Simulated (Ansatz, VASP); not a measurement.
# Two plane-wave programs on MnS

```
Mn S
1.0
     0.00000    2.85019    2.85019
     2.85019    0.00000    2.85019
     2.85019    2.85019    0.00000
Mn S
1 1
Direct
  0.00000 0.00000 0.00000
  0.25000 0.25000 0.25000
```

Alike in both runs: task single point; functional PBE; k mesh 14 × 14 × 14; occupations gaussian, width 0.1 eV; collinear spin.

```csv
,VASP,Ansatz
version,VASP 6.6.1,Ansatz 0.2.0
potentials or method,"VASP PAW PBE potentials, release 64 (Mn_pv, S), cutoff 520 eV","scalar-relativistic, plane waves, PAW"
valence electrons in the cell,19,21
```

VASP gave:

```
pressure (GPa)                                                : -1.5
net moment per atom (μB)                                      : 2.50
size of the moment on the site where the two differ most (μB) : 4.39
```

Task: Estimate Ansatz's values.

Result: Pressure (GPa): -1.5; net moment per atom (μB): 2.50; size of the moment on the site where the two differ most (μB): 4.25.

Site moments also hang on the region over which each program counts them. VASP's potentials hold 19 valence electrons a cell and Ansatz's 21, so a difference there can come from the potentials and not from the codes.
